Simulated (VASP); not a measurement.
Input of a VASP 6.6.1 run:

The input INCAR:

```
PREC = Accurate
ENCUT = 520
EDIFF = 1E-6
ISMEAR = 0
SIGMA = 0.05
LREAL = False
LASPH = True
NELM = 80
ALGO = Normal
ISIF = 2
LWAVE = False
LCHARG = True
LELF = True
LVHAR = True
NBANDS = 60
NELECT = 96.0
```

The input KPOINTS:

```
regular mesh
0
Gamma
  6 4 6
```

File POSCAR:

```
Sn4O7
1.0
    3.9697699592     -3.9697699592      0.0000000000
    3.9697699592      3.9697699592      0.0000000000
   -1.9848849796      1.9848849796      5.0882634188
Sn O
4 7
Direct
    1.0000000000      0.2500000000      0.5000000000
    0.5000000000      0.7500000000      0.5000000000
    0.5000000000      0.5000000000      0.0000000000
    0.0000000000      0.0000000000      0.0000000000
    0.7970126936      0.0000000000      0.5940253873
    0.1563652876      0.2264012398      0.8599280958
    0.7029873064      0.7500000000      0.9059746127
    0.7029873064      0.5000000000      0.4059746127
    0.2029873064      0.0000000000      0.4059746127
    0.7970126936      0.2500000000      0.0940253873
    0.2970126936      0.7500000000      0.0940253873
```

Potentials or basis: VASP PAW LDA potentials, release 64 (Sn_d, O).

Launch:

```sh
$ cat potpaw_LDA.64/Sn_d/POTCAR potpaw_LDA.64/O/POTCAR > POTCAR
$ mpirun -np 1 vasp_std > vasp.out
```

Question: Estimate the largest force.

Answer: 7.002 eV/Å.

Forces in eV/Å, atoms in the order of the input:
```
Sn  -2.917  0.116 -4.133
Sn   3.251 -0.128 -0.155
Sn  -0.667  0.035  2.276
Sn  -1.447 -0.023 -0.100
O   -1.398  0.008 -0.646
O    5.890 -0.034  3.787
O   -2.427  0.018 -1.215
O   -0.077  0.099  0.042
O    0.045 -0.079  0.080
O    0.155  0.265  0.071
O   -0.409 -0.277 -0.006
```

Caveat: the cell carries a net charge on a neutralising background, which shifts energy and pressure; the cell differs from its parent crystal (atoms taken out, atom 6 moved 0.000 of the way to it and -0.300 Å across, host rigid).
